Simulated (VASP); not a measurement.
# B3As4 (P-43m) in VASP: further runs, part 2 of 2

VASP 6.6.1. The steps go on from the part before.

### 3 Single point, PBE (14.10 Å³/atom)

This run uses another cell than the first one, of 14.10 Å³/atom.

INCAR

```
ALGO = Normal
EDIFF = 1E-6
ENCUT = 500
GGA = PE
GGA_COMPAT = F
ISIF = 2
ISMEAR = 0
LASPH = T
LCHARG = F
LREAL = F
LWAVE = F
NBANDS = 24
NELM = 120
PREC = Accurate
SIGMA = 0.1
```

KPOINTS

```
k-points
0
Gamma
  6 6 6
```

POSCAR

```
B3As4
1.0
    4.6213702418      0.0000000000      0.0000000000
    0.0000000000      4.6213702418      0.0000000000
    0.0000000000      0.0000000000      4.6213702418
B As
3 4
Direct
    0.5000000000      0.0000000000      0.5000000000
    0.0000000000      0.5000000000      0.5000000000
    0.5000000000      0.5000000000      0.0000000000
    0.7576057339      0.7576057339      0.2423942661
    0.2423942661      0.2423942661      0.2423942661
    0.7576057339      0.2423942661      0.7576057339
    0.2423942661      0.7576057339      0.7576057339
```

Potentials or basis: VASP PAW PBE potentials, release 64 (B, As).

Started as:

```sh
cat potpaw_PBE.64/B/POTCAR potpaw_PBE.64/As/POTCAR > POTCAR
mpirun -np 1 vasp_std > vasp.out
```

OUTCAR:

```text
EDIFF = 1E-6
   ENCUT = 500
   GGA = PE
   ISIF = 2
   ISMEAR = 0
   LASPH = T
   LREAL = F
   NELM = 120
   PREC = Accurate

 ion  position               nearest neighbor table
   1  0.500  0.000  0.500-   4 2.02   5 2.02   6 2.02   7 2.02
   2  0.000  0.500  0.500-   4 2.02   5 2.02   6 2.02   7 2.02
   3  0.500  0.500  0.000-   4 2.02   5 2.02   6 2.02   7 2.02
   4  0.758  0.758  0.242-   1 2.02   2 2.02   3 2.02
   5  0.242  0.242  0.242-   1 2.02   2 2.02   3 2.02
   6  0.758  0.242  0.758-   1 2.02   2 2.02   3 2.02
   7  0.242  0.758  0.758-   1 2.02   2 2.02   3 2.02

  LATTYP: Found a simple cubic cell.
 ALAT       =     4.6213702418

  Lattice vectors:

 A1 = (   4.6213702418,   0.0000000000,   0.0000000000)
 A2 = (   0.0000000000,   4.6213702418,   0.0000000000)
 A3 = (   0.0000000000,   0.0000000000,   4.6213702418)

Analysis of symmetry for initial positions (statically):
=====================================================================
 Subroutine PRICEL returns:
 Original cell was already a primitive cell.

 Routine SETGRP: Setting up the symmetry group for a
[... 178 lines left out ...]
 fundamental gap:      0.0811082272
 Fermi energy:         6.2576798243

 k-point     1 :       0.0000    0.0000    0.0000
  band No.  band energies     occupation
      1      -9.2681      2.00000
      2      -4.6313      2.00000
      3      -4.6313      2.00000
      4      -4.6313      2.00000
      5      -2.4911      2.00000
      6      -2.4911      2.00000
[... 529 lines left out ...]
     23      11.6298      0.00000
     24      11.6298      0.00000

------------------------ aborting loop because EDIFF is reached ----------------------------------------

  FORCE on cell =-STRESS in cart. coord.  units (eV):
  Direction    XX          YY          ZZ          XY          YZ          ZX
  --------------------------------------------------------------------------------------
  -------------------------------------------------------------------------------------
  Total        6.8607516      6.8607516      6.8607516     -0.0000000     -0.0000000     -0.0000000
  in kB      111.3704532    111.3704532    111.3704532     -0.0000000     -0.0000000     -0.0000000
  external PRESSURE =     111.3704532 kB  Pullay stress =       0.0000000 kB

 VOLUME and BASIS-vectors are now :
 -----------------------------------------------------------------------------
  energy-cutoff  :      500.00
  volume of cell :       98.70
      direct lattice vectors                 reciprocal lattice vectors
     4.621370242  0.000000000  0.000000000     0.216386039  0.000000000  0.000000000
     0.000000000  4.621370242  0.000000000     0.000000000  0.216386039  0.000000000
     0.000000000  0.000000000  4.621370242     0.000000000  0.000000000  0.216386039

 POSITION                                       TOTAL-FORCE (eV/Angst)
 -----------------------------------------------------------------------------------
      2.31069      0.00000      2.31069        -0.000000      0.000000      0.000000
      0.00000      2.31069      2.31069         0.000000      0.000000     -0.000000
      2.31069      2.31069      0.00000         0.000000      0.000000      0.000000
      3.50118      3.50118      1.12019         0.033878      0.033878     -0.033878
      1.12019      1.12019      1.12019        -0.033878     -0.033878     -0.033878
      3.50118      1.12019      3.50118         0.033878     -0.033878      0.033878
      1.12019      3.50118      3.50118        -0.033878      0.033878      0.033878
 -----------------------------------------------------------------------------------
    total drift:                                0.000000      0.000000      0.000000

  FREE ENERGIE OF THE ION-ELECTRON SYSTEM (eV)
  ---------------------------------------------------
  free  energy   TOTEN  =       -36.9016055999 eV

  energy  without entropy=      -36.8947866895  energy(sigma->0) =      -36.89819614
```

OSZICAR:

```text
N       E                     dE             d eps       ncg     rms          rms(c)
DAV:   1     0.928086881880E+02    0.92809E+02   -0.11804E+04   960   0.100E+03
DAV:   2    -0.324008065907E+02   -0.12521E+03   -0.11852E+03  1272   0.175E+02
DAV:   3    -0.392656855183E+02   -0.68649E+01   -0.67717E+01  1240   0.403E+01
DAV:   4    -0.393350948392E+02   -0.69409E-01   -0.69337E-01  1152   0.424E+00
DAV:   5    -0.393359657407E+02   -0.87090E-03   -0.87058E-03  1272   0.402E-01    0.972E+00
DAV:   6    -0.370089813543E+02    0.23270E+01   -0.50433E+00  1112   0.104E+01    0.450E+00
DAV:   7    -0.369228333737E+02    0.86148E-01   -0.11094E+00  1280   0.459E+00    0.192E+00
DAV:   8    -0.369028787065E+02    0.19955E-01   -0.74511E-02  1128   0.142E+00    0.421E-01
DAV:   9    -0.369013374492E+02    0.15413E-02   -0.12249E-02  1144   0.552E-01    0.685E-02
DAV:  10    -0.369015592448E+02   -0.22180E-03   -0.10946E-03  1192   0.160E-01    0.299E-02
DAV:  11    -0.369016064598E+02   -0.47215E-04   -0.63650E-05  1192   0.475E-02    0.116E-02
DAV:  12    -0.369016055999E+02    0.85992E-06   -0.61882E-06  1232   0.110E-02
   1 F= -.36901606E+02 E0= -.36898196E+02  d E =-.681891E-02
```

It took 28 s on 1 thread of Intel Xeon Platinum 8375C at 2.90GHz (Ice Lake), shared host; peak memory 0.21 GiB.

Results:

| Item | Value |
| --- | --- |
| Free energy | -36.9016 eV |
| Pressure | 11.1 GPa |
| Largest force | 0.059 eV/Å |
| Band gap on the k mesh | zero (an odd number of electrons rules out a gap without spin polarisation) |

Forces on the atoms (eV/Å):
```
B    0.000  0.000  0.000
B    0.000  0.000  0.000
B    0.000  0.000  0.000
As   0.034  0.034 -0.034
As  -0.034 -0.034 -0.034
As   0.034 -0.034  0.034
As  -0.034  0.034  0.034
```

Levels at points of the mesh, in eV from the Fermi level:
```csv
k point,band 12,band 13,band 14,band 15,band 16,band 17
"(0.00, 0.00, 0.00)",-2.61,-2.61,1.41,1.41,1.41,1.63
"(0.50, 0.00, 0.00)",-2.51,-2.39,-2.39,-0.51,-0.51,2.34
"(0.50, 0.50, 0.00)",-3.51,-1.89,-1.61,0.48,0.48,4.13
"(0.50, 0.50, 0.50)",-1.43,-1.43,1.17,1.17,1.17,3.70
```

Caveat: the cell stands under pressure.

The gap in the log of VASP goes by the Fermi energy; the results here count the filled bands.